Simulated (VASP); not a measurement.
# Cs (Fm-3m) in VASP: a series of runs

Runs on Cs. Level: RPBE. Tasks: single point, relaxation of cell and atoms.

Everything below comes from runs of VASP 6.6.1. Logs are shortened: lines on timing, memory, paths and dates and some standing lists are left out, and cuts for length are marked.

### 1 The cell of the first run

It takes space group Fm-3m (No. 225, cubic). The conventional cell has a = 8.169 Å, b = 8.169 Å, c = 8.169 Å, α = 90.00°, β = 90.00°, γ = 90.00°.

### 2 Single point, RPBE (volume scaled by 1.04)

Contents of INCAR:

```
SYSTEM = Cs
PREC = Accurate
ENCUT = 520
EDIFF = 1E-6
ISMEAR = -1
SIGMA = 0.1
LREAL = .False.
LASPH = .True.
NELM = 80
ALGO = Normal
ISIF = 2
LWAVE = .False.
LCHARG = .False.
GGA = RP
NBANDS = 10
```

Contents of KPOINTS:

```
regular mesh
0
Gamma
  8 8 8
  0 0 0
```

Contents of POSCAR:

```
Cs
1.0
    0.0000000000      4.0842976075      4.0842976075
    4.0842976075      0.0000000000      4.0842976075
    4.0842976075      4.0842976075      0.0000000000
Cs
1
Direct
    0.0000000000      0.0000000000      0.0000000000
```

Potentials or basis: VASP PAW PBE potentials, release 64 (Cs_sv).

Launch:

```console
cat potpaw_PBE.64/Cs_sv/POTCAR > POTCAR
mpirun -np 1 vasp_std > vasp.out
```

OUTCAR:

```text
SYSTEM = Cs
   PREC = Accurate
   ENCUT = 520
   EDIFF = 1E-6
   ISMEAR = -1
   LREAL = .False.
   LASPH = .True.
   NELM = 80
   ISIF = 2
   GGA = RP

 ion  position               nearest neighbor table
   1  0.000  0.000  0.000-

  LATTYP: Found a face centered cubic cell.
 ALAT       =     8.1685952150

  Lattice vectors:

 A1 = (   0.0000000000,   4.0842976075,   4.0842976075)
 A2 = (   4.0842976075,   0.0000000000,   4.0842976075)
 A3 = (   4.0842976075,   4.0842976075,   0.0000000000)

Analysis of symmetry for initial positions (statically):
=====================================================================
 Subroutine PRICEL returns:
 Original cell was already a primitive cell.

 Routine SETGRP: Setting up the symmetry group for a
 face centered cubic supercell.

 Subroutine GETGRP returns: Found 48 space group operations
 (whereof 48 operations were pure point group operations)
 out of a pool of 48 trial point group operations.

The static configuration has the point symmetry O_h .

Analysis of symmetry for dynamics (positions and initial velocities):
=====================================================================
 Subroutine PRICEL returns:
 Original cell was already a primitive cell.

 Routine SETGRP: Setting up the symmetry group for a
 face centered cubic supercell.

 Subroutine GETGRP returns: Found 48 space group operations
 (whereof 48 operations were pure point group operations)
 out of a pool of 48 trial point group operations.

The dynamic configuration has the point symmetry O_h .

 Subroutine INISYM returns: Found 48 space group operations
 (whereof 48 operations are pure point group operations),
 and found     1 'primitive' translations

----------------------------------------------------------------------------------------

                                     Primitive cell

  volume of cell :     136.2643

  direct lattice vectors                    reciprocal lattice vectors
     0.000000000  4.084297607  4.084297607    -0.122420070  0.122420070  0.122420070
     4.084297607  0.000000000  4.084297607     0.122420070 -0.122420070  0.122420070
     4.084297607  4.084297607  0.000000000     0.122420070  0.122420070 -0.122420070

  length of vectors
     5.776069069  5.776069069  5.776069069     0.212037782  0.212037782  0.212037782

  position of ions in fractional coordinates (direct lattice)
     0.000000000  0.000000000  0.000000000

  ion indices of the primitive-cell ions
   primitive index   ion index
                 1           1

----------------------------------------------------------------------------------------

 KPOINTS: regular mesh

Automatic generation of k-mesh.
 Grid dimensions read from file:
 generate k-points for:    8    8    8

 Generating k-lattice:

  Cartesian coordinates                     Fractional coordinates (reciprocal lattice)
    -0.015302509  0.015302509  0.015302509     0.125000000  0.000000000  0.000000000
     0.015302509 -0.015302509  0.015302509     0.000000000  0.125000000  0.000000000
     0.015302509  0.015302509 -0.015302509     0.000000000  0.000000000  0.125000000

  Length of vectors
     0.026504723  0.026504723  0.026504723

  Shift w.r.t. Gamma in fractional coordinates (k-lattice)
     0.000000000  0.000000000  0.000000000

 Subroutine IBZKPT returns following result:
 ===========================================

 Found     29 irreducible k-points:

 Following reciprocal coordinates:
            Coordinates               Weight
  0.000000  0.000000  0.000000      1.000000
  0.125000  0.000000  0.000000      8.000000
  0.250000  0.000000  0.000000      8.000000
  0.375000  0.000000  0.000000      8.000000
  0.500000  0.000000  0.000000      4.000000
  0.125000  0.125000  0.000000      6.000000
[... 16 lines left out ...]
  0.500000  0.250000  0.125000     48.000000
 -0.375000  0.250000  0.125000     24.000000
 [... further k-points ...]
   k-points           NKPTS =     29   k-points in BZ     NKDIM =     29   number of bands    NBANDS=     10
   number of dos      NEDOS =    301   number of ions     NIONS =      1
   total plane-waves  NPLWV = 110592
   dimension x,y,z NGX =    48 NGY =   48 NGZ =   48
   dimension x,y,z NGXF=    96 NGYF=   96 NGZF=   96
   ions per type =               1
   NGX,Y,Z   is equivalent  to a cutoff of  13.82, 13.82, 13.82 a.u.
   NGXF,Y,Z  is equivalent  to a cutoff of  27.63, 27.63, 27.63 a.u.
 SYSTEM =  Cs
   PREC   = accura    normal or accurate (medium, high low for compatibility)
   ISTART =      0    job   : 0-new  1-cont  2-samecut
   ICHARG =      2    charge: 1-file 2-atom 10-const
   ISPIN  =      1    spin polarized calculation?
   LNONCOLLINEAR =      F non collinear calculations
   LSORBIT =      F    spin-orbit coupling
   LASPH  =      T    aspherical Exc in radial PAW
   ENCUT  =  520.0 eV  38.22 Ry    6.18 a.u.  10.74 10.74 10.74*2*pi/ulx,y,z
   NELM   =     80;   NELMIN=  2; NELMDL= -5     # of ELM steps
   EDIFF  = 0.1E-05   stopping-criterion for ELM
   LREAL  =      F    real-space projection
   EDIFFG = 0.1E-04   stopping-criterion for IOM
   NSW    =      0    number of steps for IOM
   IBRION =     -1    ionic relax: 0-MD 1-quasi-New 2-CG
   NFREE  =      0    steps in history (QN), initial steepest desc. (CG)
   ISIF   =      2    stress and relaxation
   ISYM   =      2    0-nonsym 1-usesym 2-fastsym
   POTIM  = 0.5000    time-step for ionic-motion
   TEBEG  =    0.0;   TEEND  =   0.0 temperature during run
   PSTRESS=    0.0 pullay stress
   NELECT =       9.0000    total number of electrons
   NUPDOWN=      -1.0000    fix difference up-down
   EMIN   =  10.00;   EMAX   =-10.00  energy-range for DOS
   EFERMI =   0.00;   METHOD = LEGACY
   ISMEAR =    -1;   SIGMA  =   0.10  broadening in eV -4-tet -1-fermi 0-gaus
   EFERMI_NEDOS =   21; number of points for ismear=-14 and -15
   IALGO  =     38    algorithm
   IMIX   =      4    mixing-type and parameters
     AMIX     =   0.40;   BMIX     =  1.00
     AMIX_MAG =   1.60;   BMIX_MAG =  1.00
  volume/ion in A,a.u.               =     136.26       919.56
  Fermi-wavevector in a.u.,A,eV,Ry     =   0.661752  1.250529  5.958197  0.437915
  Thomas-Fermi vector in A             =   1.734608
   LORBIT       =      0    0 simple, 1 ext, 2 COOP (PROOUT), +10 PAW based schemes
   GGA     = RP    functional components
   LHFCALC =     F    Hartree Fock is set to
   AEXX    =    0.0000 exact exchange contribution
   IVDW    =     0    specifies the selected vdW correction
   LEPSILON=     F    determine dielectric tensor
   LRPA    =     F    only Hartree local field effects (RPA)
 non-spin polarized calculation
  energy-cutoff  :      520.00
  volume of cell :      136.26
 maximum number of plane-waves:      3695
 NGX is ok and might be reduce to    48
   NGX = 21   NGY = 21   NGZ = 21

 number of electron       9.0000000 magnetization

 Free energy of the ion-electron system (eV)
  ---------------------------------------------------
  ext. energy  EPLUGINS =         0.00000000
  ---------------------------------------------------
  free energy    TOTEN  =        -0.75780082 eV

  energy without entropy =       -0.71471697  energy(sigma->0) =       -0.73625889

 E-fermi :   0.1814     XC(G=0):  -4.8713

 val. band max:        0.0947927644   @ k =   0.3750   0.3750   0.0000
 cond. band min:       0.2300269103   @ k =   0.5000   0.0000   0.0000
 fundamental gap:      0.1352341459
 Fermi energy:         0.1813707111

 k-point     1 :       0.0000    0.0000    0.0000
  band No.  band energies     occupation
      1     -23.8191      2.00000
      2     -10.5979      2.00000
      3     -10.5979      2.00000
      4     -10.5979      2.00000
      5      -1.3062      2.00000
      6       2.5708      0.00000
      7       2.5708      0.00000
      8       2.5708      0.00000
      9       3.5036      0.00000
     10       3.5036      0.00000

 k-point     2 :       0.1250    0.0000    0.0000
  band No.  band energies     occupation
      1     -23.8187      2.00000
      2     -10.6085      2.00000
      3     -10.5994      2.00000
      4     -10.5994      2.00000
      5      -1.1695      2.00000
      6       2.2968      0.00000
      7       2.6280      0.00000
      8       2.6280      0.00000
      9       3.3967      0.00000
     10       3.3967      0.00000

 k-point     3 :       0.2500    0.0000    0.0000
  band No.  band energies     occupation
      1     -23.8178      2.00000
      2     -10.6339      2.00000
      3     -10.6029      2.00000
      4     -10.6029      2.00000
      5      -0.7820      1.99987
      6       1.7741      0.00000
      7       2.6382      0.00000
      8       2.6382      0.00000
      9       3.4235      0.00000
     10       3.4235      0.00000

 k-point     4 :       0.3750    0.0000    0.0000
  band No.  band energies     occupation
      1     -23.8169      2.00000
      2     -10.6590      2.00000
      3     -10.6065      2.00000
      4     -10.6065      2.00000
      5      -0.2202      1.96457
      6       1.2131      0.00007
      7       2.5066      0.00000
      8       2.5066      0.00000
      9       3.8295      0.00000
     10       3.8296      0.00000

 k-point     5 :       0.5000    0.0000    0.0000
  band No.  band energies     occupation
      1     -23.8165      2.00000
      2     -10.6692      2.00000
      3     -10.6080      2.00000
      4     -10.6080      2.00000
      5       0.2300      0.76141
      6       0.7892      0.00457
      7       2.4416      0.00000
      8       2.4416      0.00000
      9       4.1610      0.00000
     10       4.1795      0.00000

 k-point     6 :       0.1250    0.1250    0.0000
  band No.  band energies     occupation
      1     -23.8186      2.00000
      2     -10.6082      2.00000
      3     -10.6018      2.00000
      4     -10.6018      2.00000
      5      -1.1242      2.00000
      6       2.2629      0.00000
      7       2.6438      0.00000
      8       2.6438      0.00000
      9       3.0835      0.00000
     10       3.5831      0.00000
[... 183 lines left out ...]
 k-point    21 :       0.5000    0.5000    0.0000
  band No.  band energies     occupation
      1     -23.8157      2.00000
      2     -10.6653      2.00000
      3     -10.6244      2.00000
      4     -10.6244      2.00000
      5       0.5562      0.04605
      6       1.3202      0.00002
      7       1.3768      0.00001
      8       3.7450      0.00000
      9       3.7450      0.00000
     10       3.9134      0.00000

 k-point    22 :       0.3750    0.2500    0.1250
  band No.  band energies     occupation
      1     -23.8171      2.00000
      2     -10.6402      2.00000
      3     -10.6161      2.00000
      4     -10.6075      2.00000
      5      -0.4532      1.99650
      6       1.6743      0.00000
      7       2.1163      0.00000
      8       2.8657      0.00000
      9       3.0317      0.00000
     10       3.9357      0.00000

 k-point    23 :       0.5000    0.2500    0.1250
  band No.  band energies     occupation
      1     -23.8164      2.00000
      2     -10.6537      2.00000
      3     -10.6241      2.00000
      4     -10.6117      2.00000
      5       0.0925      1.41738
      6       1.3060      0.00003
      7       1.8491      0.00000
      8       2.7202      0.00000
      9       3.4316      0.00000
     10       4.0701      0.00000

 k-point    24 :      -0.3750    0.2500    0.1250
  band No.  band energies     occupation
      1     -23.8161      2.00000
      2     -10.6596      2.00000
      3     -10.6265      2.00000
      4     -10.6140      2.00000
      5       0.6152      0.02578
      6       0.8370      0.00284
      7       1.8310      0.00000
      8       2.6321      0.00000
      9       3.4880      0.00000
     10       4.1472      0.00000

 [... further k-points ...]

------------------------ aborting loop because EDIFF is reached ----------------------------------------

  FORCE on cell =-STRESS in cart. coord.  units (eV):
  Direction    XX          YY          ZZ          XY          YZ          ZX
  --------------------------------------------------------------------------------------
  -------------------------------------------------------------------------------------
  Total       -0.0336838     -0.0336838     -0.0336838     -0.0000000     -0.0000000     -0.0000000
  in kB       -0.3960497     -0.3960497     -0.3960497     -0.0000000     -0.0000000     -0.0000000
  external PRESSURE =      -0.3960497 kB  Pullay stress =       0.0000000 kB

 VOLUME and BASIS-vectors are now :
 -----------------------------------------------------------------------------
  energy-cutoff  :      520.00
  volume of cell :      136.26
      direct lattice vectors                 reciprocal lattice vectors
     0.000000000  4.084297607  4.084297607    -0.122420070  0.122420070  0.122420070
     4.084297607  0.000000000  4.084297607     0.122420070 -0.122420070  0.122420070
     4.084297607  4.084297607  0.000000000     0.122420070  0.122420070 -0.122420070

 POSITION                                       TOTAL-FORCE (eV/Angst)
 -----------------------------------------------------------------------------------
      0.00000      0.00000      0.00000        -0.000000      0.000000     -0.000000
 -----------------------------------------------------------------------------------
    total drift:                               -0.000000     -0.000000     -0.000000

  FREE ENERGIE OF THE ION-ELECTRON SYSTEM (eV)
  ---------------------------------------------------
  free  energy   TOTEN  =        -0.7578008177 eV

  energy  without entropy=       -0.7147169688  energy(sigma->0) =       -0.73625889
```

It took 23 s on 1 thread of AMD EPYC 9R45 (Zen 5), shared host; peak memory 0.27 GiB.

Results:

```yaml
Free_energy: -0.7578 eV
Pressure: 0.0 GPa
```

Caveat: the PAW data sets were made with another functional, which shifts forces and pressure a little; spin-orbit coupling is left out, which moves the levels of the heavy elements.

### 3 Single point, RPBE (volume scaled by 1.08)

Contents of INCAR:

```
PREC = Accurate
ENCUT = 520
EDIFF = 1E-7
ISMEAR = -1
SIGMA = 0.1
LREAL = F
LASPH = T
NELM = 60
ALGO = Normal
ISIF = 2
LWAVE = F
LCHARG = T
GGA = RP
LELF = T
LVHAR = T
NBANDS = 10
```

Contents of KPOINTS:

```
Automatic mesh
0
Gamma
  8 8 8
```

Contents of POSCAR:

```
Cs
1.0
    0.0000000000      4.1360030661      4.1360030661
    4.1360030661      0.0000000000      4.1360030661
    4.1360030661      4.1360030661      0.0000000000
Cs
1
Direct
    0.0000000000      0.0000000000      0.0000000000
```

Potentials or basis: VASP PAW PBE potentials, release 64 (Cs_sv).

Launch:

```console
cat potpaw_PBE.64/Cs_sv/POTCAR > POTCAR
mpirun -np 1 vasp_std > vasp.out
```

Wall time 31 s (1 thread of AMD EPYC 9R45 (Zen 5), shared host); peak memory 0.27 GiB.

It converged, with:

```yaml
Free_energy: -0.7556 eV
Pressure: -0.1 GPa
```

Levels at points of the mesh, in eV from the Fermi level:
| k point | band 1 | band 2 | band 3 | band 4 | band 5 | band 6 | band 7 | band 8 | band 9 | band 10 |
| --- | --- | --- | --- | --- | --- | --- | --- | --- | --- | --- |
| (0.00, 0.00, 0.00) | -24.03 | -10.81 | -10.81 | -10.81 | -1.45 | 2.37 | 2.37 | 2.37 | 3.27 | 3.27 |
| (0.50, 0.00, 0.00) | -24.02 | -10.87 | -10.82 | -10.82 | 0.06 | 0.59 | 2.24 | 2.24 | 3.88 | 3.90 |
| (0.50, 0.50, 0.00) | -24.02 | -10.86 | -10.83 | -10.83 | 0.39 | 1.15 | 1.15 | 3.47 | 3.47 | 3.59 |

Caveat: the PAW data sets were made with another functional, which shifts forces and pressure a little; spin-orbit coupling is left out, which moves the levels of the heavy elements.

### 4 Single point, RPBE (volume scaled by 1.12)

Contents of INCAR:

```
SYSTEM = Cs
PREC = Accurate
ENCUT = 520
EDIFF = 1E-6
ISMEAR = -1
SIGMA = 0.1
LREAL = .False.
LASPH = .True.
NELM = 60
ALGO = Normal
ISIF = 2
LWAVE = .False.
LCHARG = .True.
GGA = RP
LELF = .True.
LVHAR = .True.
NBANDS = 10
```

Contents of KPOINTS:

```
regular mesh
0
Gamma
  8 8 8
  0 0 0
```

Contents of POSCAR:

```
Cs
1.0
    0.0000000000      4.1864470994      4.1864470994
    4.1864470994      0.0000000000      4.1864470994
    4.1864470994      4.1864470994      0.0000000000
Cs
1
Direct
    0.0000000000      0.0000000000      0.0000000000
```

Potentials or basis: VASP PAW PBE potentials, release 64 (Cs_sv).

Launch:

```console
cat potpaw_PBE.64/Cs_sv/POTCAR > POTCAR
mpirun -np 1 vasp_std > vasp.out
```

OUTCAR:

```text
SYSTEM = Cs
   PREC = Accurate
   ENCUT = 520
   EDIFF = 1E-6
   ISMEAR = -1
   LREAL = .False.
   LASPH = .True.
   NELM = 60
   ISIF = 2
   GGA = RP

 ion  position               nearest neighbor table
   1  0.000  0.000  0.000-

  LATTYP: Found a face centered cubic cell.
 ALAT       =     8.3728941988

  Lattice vectors:

 A1 = (   0.0000000000,   4.1864470994,   4.1864470994)
 A2 = (   4.1864470994,   0.0000000000,   4.1864470994)
[... 491 lines left out ...]
     10       3.8325      0.00000

 [... further k-points ...]

------------------------ aborting loop because EDIFF is reached ----------------------------------------

  FORCE on cell =-STRESS in cart. coord.  units (eV):
  Direction    XX          YY          ZZ          XY          YZ          ZX
  --------------------------------------------------------------------------------------
  -------------------------------------------------------------------------------------
  Total       -0.1209039     -0.1209039     -0.1209039      0.0000000      0.0000000      0.0000000
  in kB       -1.3200312     -1.3200312     -1.3200312      0.0000000      0.0000000      0.0000000
  external PRESSURE =      -1.3200312 kB  Pullay stress =       0.0000000 kB

 VOLUME and BASIS-vectors are now :
 -----------------------------------------------------------------------------
  energy-cutoff  :      520.00
  volume of cell :      146.75
      direct lattice vectors                 reciprocal lattice vectors
     0.000000000  4.186447099  4.186447099    -0.119433015  0.119433015  0.119433015
     4.186447099  0.000000000  4.186447099     0.119433015 -0.119433015  0.119433015
     4.186447099  4.186447099  0.000000000     0.119433015  0.119433015 -0.119433015

 POSITION                                       TOTAL-FORCE (eV/Angst)
 -----------------------------------------------------------------------------------
      0.00000      0.00000      0.00000         0.000000      0.000000      0.000000
 -----------------------------------------------------------------------------------
    total drift:                               -0.000000     -0.000000     -0.000000

  FREE ENERGIE OF THE ION-ELECTRON SYSTEM (eV)
  ---------------------------------------------------
  free  energy   TOTEN  =        -0.7517983402 eV

  energy  without entropy=       -0.7082348714  energy(sigma->0) =       -0.73001661
```

stdout:

```text
POSCAR found type information on POSCAR Cs
 POSCAR found :  1 types and       1 ions
 scaLAPACK will be used
 -----------------------------------------------------------------------------
|                                                                             |
|                                                                             |
|     You enforced a specific xc type in the INCAR file but a different       |
|     I HOPE YOU KNOW WHAT YOU ARE DOING!                                     |
|                                                                             |
 -----------------------------------------------------------------------------

 LDA part: xc-table for (Slater+PW92), standard interpolation
 POSCAR, INCAR and KPOINTS ok, starting setup
 FFT: planning ... GRIDC
 FFT: planning ... GRID_SOFT
 FFT: planning ... GRID
 WAVECAR not read
 entering main loop
```

Run time: 25 s. Hardware: 1 thread of AMD EPYC 9R45 (Zen 5), shared host; peak memory 0.28 GiB.

What came out:

```yaml
Free_energy: -0.7518 eV
Pressure: -0.1 GPa
```

Levels at points of the mesh, in eV from the Fermi level:
```csv
k point,band 1,band 2,band 3,band 4,band 5,band 6,band 7,band 8,band 9,band 10
"(0.00, 0.00, 0.00)",-24.05,-10.83,-10.83,-10.83,-1.42,2.34,2.34,2.34,3.22,3.22
"(0.50, 0.00, 0.00)",-24.05,-10.89,-10.84,-10.84,0.06,0.57,2.22,2.22,3.78,3.83
"(0.50, 0.50, 0.00)",-24.05,-10.89,-10.85,-10.85,0.41,1.11,1.16,3.38,3.38,3.46
```

Caveat: the PAW data sets were made with another functional, which shifts forces and pressure a little; spin-orbit coupling is left out, which moves the levels of the heavy elements.

(Part 1 of 2 ends here.)
